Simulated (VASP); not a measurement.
# CdTe (F-43m) in VASP: notebook

CdTe is run at these levels: PBE; tasks: single point, relaxation of cell and atoms.

Everything below comes from runs of VASP 6.6.1. Logs are shortened: lines on timing, memory, paths and dates and some standing lists are left out, and cuts for length are marked.

## 1. The cell of the first run

It takes space group F-43m (No. 216, cubic). Conventional cell: a = 6.619 Å, b = 6.619 Å, c = 6.619 Å, α = 90.00°, β = 90.00°, γ = 90.00°. Cd (site symmetry -43m) has 4 Te at 2.87 Å within 3.8 Å. Te (site symmetry -43m) has 4 Cd at 2.87 Å within 3.8 Å.

## 2. Single point, PBE

Input file INCAR:

```
SYSTEM = CdTe
PREC = Accurate
ENCUT = 500
EDIFF = 1E-6
ISMEAR = 0
SIGMA = 0.01
LREAL = .False.
LASPH = .True.
NELM = 120
ALGO = Normal
ISIF = 2
LWAVE = .False.
LCHARG = .False.
GGA = PE
NBANDS = 16
GGA_COMPAT = .False.
```

Input file KPOINTS:

```
regular mesh
0
Gamma
  10 10 10
  0 0 0
```

Input file POSCAR:

```
CdTe
1.0
    0.0000000000      3.3096311677      3.3096311677
    3.3096311677      0.0000000000      3.3096311677
    3.3096311677      3.3096311677      0.0000000000
Cd Te
1 1
Direct
    0.0000000000      0.0000000000      0.0000000000
    0.7500000000      0.7500000000      0.7500000000
```

Potentials or basis: VASP PAW PBE potentials, release 64 (Cd, Te).

On the command line:

```sh
> cat potpaw_PBE.64/Cd/POTCAR potpaw_PBE.64/Te/POTCAR > POTCAR
> mpirun -np 1 vasp_std > vasp.out
```

OUTCAR:

```text
SYSTEM = CdTe
   PREC = Accurate
   ENCUT = 500
   EDIFF = 1E-6
   ISMEAR = 0
   LREAL = .False.
   LASPH = .True.
   NELM = 120
   ISIF = 2
   GGA = PE

 ion  position               nearest neighbor table
   1  0.000  0.000  0.000-   2 2.87   2 2.87   2 2.87   2 2.87
   2  0.750  0.750  0.750-   1 2.87   1 2.87   1 2.87   1 2.87

  LATTYP: Found a face centered cubic cell.
 ALAT       =     6.6192623354

  Lattice vectors:

 A1 = (   0.0000000000,   3.3096311677,   3.3096311677)
 A2 = (   3.3096311677,   0.0000000000,   3.3096311677)
 A3 = (   3.3096311677,   3.3096311677,   0.0000000000)

Analysis of symmetry for initial positions (statically):
=====================================================================
 Subroutine PRICEL returns:
 Original cell was already a primitive cell.

 Routine SETGRP: Setting up the symmetry group for a
 face centered cubic supercell.

 Subroutine GETGRP returns: Found 24 space group operations
 (whereof 24 operations were pure point group operations)
 out of a pool of 48 trial point group operations.

The static configuration has the point symmetry T_d .

Analysis of symmetry for dynamics (positions and initial velocities):
=====================================================================
 Subroutine PRICEL returns:
 Original cell was already a primitive cell.

 Routine SETGRP: Setting up the symmetry group for a
 face centered cubic supercell.

 Subroutine GETGRP returns: Found 24 space group operations
 (whereof 24 operations were pure point group operations)
 out of a pool of 48 trial point group operations.

The dynamic configuration has the point symmetry T_d .

 Subroutine INISYM returns: Found 24 space group operations
 (whereof 24 operations are pure point group operations),
 and found     1 'primitive' translations

----------------------------------------------------------------------------------------

                                     Primitive cell

  volume of cell :      72.5051

  direct lattice vectors                    reciprocal lattice vectors
     0.000000000  3.309631168  3.309631168    -0.151074236  0.151074236  0.151074236
     3.309631168  0.000000000  3.309631168     0.151074236 -0.151074236  0.151074236
     3.309631168  3.309631168  0.000000000     0.151074236  0.151074236 -0.151074236

  length of vectors
     4.680525284  4.680525284  4.680525284     0.261668252  0.261668252  0.261668252

  position of ions in fractional coordinates (direct lattice)
     0.000000000  0.000000000  0.000000000
     0.750000000  0.750000000  0.750000000

  ion indices of the primitive-cell ions
   primitive index   ion index
                 1           1
                 2           2

----------------------------------------------------------------------------------------

 KPOINTS: regular mesh

Automatic generation of k-mesh.
 Grid dimensions read from file:
 generate k-points for:   10   10   10

 Generating k-lattice:

  Cartesian coordinates                     Fractional coordinates (reciprocal lattice)
    -0.015107424  0.015107424  0.015107424     0.100000000  0.000000000  0.000000000
     0.015107424 -0.015107424  0.015107424     0.000000000  0.100000000  0.000000000
     0.015107424  0.015107424 -0.015107424     0.000000000  0.000000000  0.100000000

  Length of vectors
     0.026166825  0.026166825  0.026166825

  Shift w.r.t. Gamma in fractional coordinates (k-lattice)
     0.000000000  0.000000000  0.000000000

 Subroutine IBZKPT returns following result:
 ===========================================

 Found     47 irreducible k-points:

 Following reciprocal coordinates:
            Coordinates               Weight
  0.000000  0.000000  0.000000      1.000000
  0.100000  0.000000  0.000000      8.000000
  0.200000  0.000000  0.000000      8.000000
  0.300000  0.000000  0.000000      8.000000
  0.400000  0.000000  0.000000      8.000000
  0.500000  0.000000  0.000000      4.000000
[... 16 lines left out ...]
  0.300000  0.300000  0.000000      6.000000
  0.400000  0.300000  0.000000     24.000000
 [... further k-points ...]
   k-points           NKPTS =     47   k-points in BZ     NKDIM =     47   number of bands    NBANDS=     16
   number of dos      NEDOS =    301   number of ions     NIONS =      2
   total plane-waves  NPLWV =  46656
   dimension x,y,z NGX =    36 NGY =   36 NGZ =   36
   dimension x,y,z NGXF=    72 NGYF=   72 NGZF=   72
   ions per type =               1   1
   NGX,Y,Z   is equivalent  to a cutoff of  12.79, 12.79, 12.79 a.u.
   NGXF,Y,Z  is equivalent  to a cutoff of  25.57, 25.57, 25.57 a.u.
 SYSTEM =  CdTe
   PREC   = accura    normal or accurate (medium, high low for compatibility)
   ISTART =      0    job   : 0-new  1-cont  2-samecut
   ICHARG =      2    charge: 1-file 2-atom 10-const
   ISPIN  =      1    spin polarized calculation?
   LNONCOLLINEAR =      F non collinear calculations
   LSORBIT =      F    spin-orbit coupling
   LASPH  =      T    aspherical Exc in radial PAW
   ENCUT  =  500.0 eV  36.75 Ry    6.06 a.u.   8.53  8.53  8.53*2*pi/ulx,y,z
   NELM   =    120;   NELMIN=  2; NELMDL= -5     # of ELM steps
   EDIFF  = 0.1E-05   stopping-criterion for ELM
   LREAL  =      F    real-space projection
   EDIFFG = 0.1E-04   stopping-criterion for IOM
   NSW    =      0    number of steps for IOM
   IBRION =     -1    ionic relax: 0-MD 1-quasi-New 2-CG
   NFREE  =      0    steps in history (QN), initial steepest desc. (CG)
   ISIF   =      2    stress and relaxation
   ISYM   =      2    0-nonsym 1-usesym 2-fastsym
   POTIM  = 0.5000    time-step for ionic-motion
   TEBEG  =    0.0;   TEEND  =   0.0 temperature during run
   PSTRESS=    0.0 pullay stress
   NELECT =      18.0000    total number of electrons
   NUPDOWN=      -1.0000    fix difference up-down
   EMIN   =  10.00;   EMAX   =-10.00  energy-range for DOS
   EFERMI =   0.00;   METHOD = LEGACY
   ISMEAR =     0;   SIGMA  =   0.01  broadening in eV -4-tet -1-fermi 0-gaus
   EFERMI_NEDOS =   21; number of points for ismear=-14 and -15
   IALGO  =     38    algorithm
   IMIX   =      4    mixing-type and parameters
     AMIX     =   0.40;   BMIX     =  1.00
     AMIX_MAG =   1.60;   BMIX_MAG =  1.00
  volume/ion in A,a.u.               =      36.25       244.64
  Fermi-wavevector in a.u.,A,eV,Ry     =   1.028907  1.944352 14.403799  1.058649
  Thomas-Fermi vector in A             =   2.162927
   LORBIT       =      0    0 simple, 1 ext, 2 COOP (PROOUT), +10 PAW based schemes
   GGA     = PE    functional components
   LHFCALC =     F    Hartree Fock is set to
   AEXX    =    0.0000 exact exchange contribution
   IVDW    =     0    specifies the selected vdW correction
   LEPSILON=     F    determine dielectric tensor
   LRPA    =     F    only Hartree local field effects (RPA)
 non-spin polarized calculation
 Gauss-broadening in eV      SIGMA  =   0.01
  energy-cutoff  :      500.00
  volume of cell :       72.51
 maximum number of plane-waves:      1856
 NGX is ok and might be reduce to    36
   NGX = 17   NGY = 17   NGZ = 17

 number of electron      18.0000006 magnetization

 Free energy of the ion-electron system (eV)
  ---------------------------------------------------
  ext. energy  EPLUGINS =         0.00000000
  ---------------------------------------------------
  free energy    TOTEN  =        -4.81279980 eV

  energy without entropy =       -4.81279980  energy(sigma->0) =       -4.81279980

 E-fermi :   1.8963     XC(G=0):  -8.3074

 val. band max:        1.7923801654   @ k =   0.0000   0.0000   0.0000
 cond. band min:       2.3742106951   @ k =   0.0000   0.0000   0.0000
 fundamental gap:      0.5818305298
 Fermi energy:         1.8962621078

 k-point     1 :       0.0000    0.0000    0.0000
  band No.  band energies     occupation
      1      -9.0393      2.00000
      2      -6.2946      2.00000
      3      -6.2946      2.00000
      4      -6.2946      2.00000
      5      -6.0781      2.00000
      6      -6.0781      2.00000
[... 8 lines left out ...]
     15      11.0387      0.00000
     16      11.0387      0.00000

 k-point     2 :       0.1000    0.0000    0.0000
  band No.  band energies     occupation
      1      -9.0066      2.00000
      2      -6.2886      2.00000
      3      -6.2886      2.00000
      4      -6.2677      2.00000
      5      -6.0786      2.00000
      6      -6.0786      2.00000
[... 8 lines left out ...]
     15      10.5308      0.00000
     16      10.5308      0.00000

 k-point     3 :       0.2000    0.0000    0.0000
  band No.  band energies     occupation
      1      -8.9209      2.00000
      2      -6.2736      2.00000
      3      -6.2736      2.00000
      4      -6.1819      2.00000
      5      -6.0788      2.00000
      6      -6.0788      2.00000
[... 8 lines left out ...]
     15      10.1677      0.00000
     16      10.1990      0.00000

 k-point     4 :       0.3000    0.0000    0.0000
  band No.  band energies     occupation
      1      -8.8154      2.00000
      2      -6.2571      2.00000
      3      -6.2571      2.00000
      4      -6.0768      2.00000
      5      -6.0768      2.00000
      6      -6.0338      2.00000
[... 8 lines left out ...]
     15      10.3891      0.00000
     16      10.3891      0.00000
[... 324 lines left out ...]
 k-point    22 :      -0.2000    0.2000    0.0000
  band No.  band energies     occupation
      1      -8.7801      2.00000
      2      -6.2491      2.00000
      3      -6.2387      2.00000
      4      -6.0860      2.00000
      5      -6.0851      2.00000
      6      -5.9808      2.00000
[... 8 lines left out ...]
     15      11.2020      0.00000
     16      11.8645      0.00000

 k-point    23 :       0.3000    0.3000    0.0000
  band No.  band energies     occupation
      1      -8.7441      2.00000
      2      -6.2098      2.00000
      3      -6.2098      2.00000
      4      -6.1434      2.00000
      5      -6.0613      2.00000
      6      -5.9654      2.00000
[... 8 lines left out ...]
     15      11.7811      0.00000
     16      13.0179      0.00000

 k-point    24 :       0.4000    0.3000    0.0000
  band No.  band energies     occupation
      1      -8.6794      2.00000
      2      -6.1993      2.00000
      3      -6.1931      2.00000
      4      -6.1370      2.00000
      5      -6.0590      2.00000
      6      -5.8425      2.00000
[... 8 lines left out ...]
     15      12.1601      0.00000
     16      13.2112      0.00000

 [... further k-points ...]
[... 5 lines left out ...]
  --------------------------------------------------------------------------------------
  -------------------------------------------------------------------------------------
  Total        0.0434019      0.0434019      0.0434019      0.0000000      0.0000000      0.0000000
  in kB        0.9590705      0.9590705      0.9590705      0.0000000      0.0000000      0.0000000
  external PRESSURE =       0.9590705 kB  Pullay stress =       0.0000000 kB

 VOLUME and BASIS-vectors are now :
 -----------------------------------------------------------------------------
  energy-cutoff  :      500.00
  volume of cell :       72.51
      direct lattice vectors                 reciprocal lattice vectors
     0.000000000  3.309631168  3.309631168    -0.151074236  0.151074236  0.151074236
     3.309631168  0.000000000  3.309631168     0.151074236 -0.151074236  0.151074236
     3.309631168  3.309631168  0.000000000     0.151074236  0.151074236 -0.151074236

 POSITION                                       TOTAL-FORCE (eV/Angst)
 -----------------------------------------------------------------------------------
      0.00000      0.00000      0.00000        -0.000000     -0.000000     -0.000000
      4.96445      4.96445      4.96445         0.000000      0.000000      0.000000
 -----------------------------------------------------------------------------------
    total drift:                               -0.000000     -0.000000      0.000000

  FREE ENERGIE OF THE ION-ELECTRON SYSTEM (eV)
  ---------------------------------------------------
  free  energy   TOTEN  =        -4.8127998042 eV

  energy  without entropy=       -4.8127998042  energy(sigma->0) =       -4.81279980
```

Wall time 45 s (1 thread of Intel Xeon Platinum 8559C (Emerald Rapids), shared host); peak memory 0.23 GiB.

What came out:

* Free energy: -4.8128 eV
* Pressure: 0.1 GPa
* Band gap on the k mesh: 0.58 eV

Caveat: spin-orbit coupling is left out, which moves the levels of the heavy elements.

## 3. Relaxation of cell and atoms, PBE

Input file INCAR:

```
SYSTEM = CdTe
PREC = Accurate ; ENCUT = 500
EDIFF = 1E-7 ; ISMEAR = 0
SIGMA = 0.02 ; LREAL = .FALSE.
LASPH = .TRUE. ; NELM = 120
ALGO = Normal ; ISIF = 3
LWAVE = .FALSE. ; LCHARG = .FALSE.
GGA = PE ; IBRION = 2
NSW = 100 ; EDIFFG = -0.005
GGA_COMPAT = .FALSE. ; NELMIN = 4
```

Input file KPOINTS:

```
regular mesh
0
G
  10 10 10
  0 0 0
```

POSCAR is that of step 2.

Potentials or basis: VASP PAW PBE potentials, release 64 (Cd, Te).

On the command line:

```sh
> cat potpaw_PBE.64/Cd/POTCAR potpaw_PBE.64/Te/POTCAR > POTCAR
> mpirun -np 1 vasp_std > vasp.out
```

It took 47 s on 1 thread of Intel Xeon Platinum 8559C (Emerald Rapids), shared host; peak memory 0.24 GiB.

Results (log left out):

```
Free energy                           : -4.8128 eV
Relaxed volume                        : 36.35 Å³/atom
Relaxed cell                          : a = 4.685 Å, b = 4.685 Å, c = 4.685 Å, α = 60.00°, β = 60.00°, γ = 60.00°
Space group after relaxing (to 0.1 Å) : F-43m (No. 216)
Energy gained by relaxing             : 0.0 meV/atom
Ionic steps                           : 2
Pressure after relaxing               : 0.0 GPa
Band gap on the k mesh                : 0.57 eV
```

Final structure:
```
Cd Te
1.0
     0.00000    3.31272    3.31272
     3.31272    0.00000    3.31272
     3.31272    3.31272    0.00000
Cd Te
1 1
Direct
  0.00000 0.00000 0.00000
  0.75000 0.75000 0.75000
```

Levels at points of the mesh, in eV from the valence-band top:
```tsv
k point	band 6	band 7	band 8	band 9	band 10	band 11	band 12	band 13
(0.00, 0.00, 0.00)	-7.87	0.00	0.00	0.00	0.57	4.64	4.64	4.64
(0.50, 0.00, 0.00)	-7.56	-4.06	-0.68	-0.68	1.75	5.21	5.21	7.00
(0.50, 0.50, 0.00)	-7.45	-4.00	-1.65	-1.65	2.67	2.75	8.50	8.80
```

Caveat: spin-orbit coupling is left out, which moves the levels of the heavy elements.
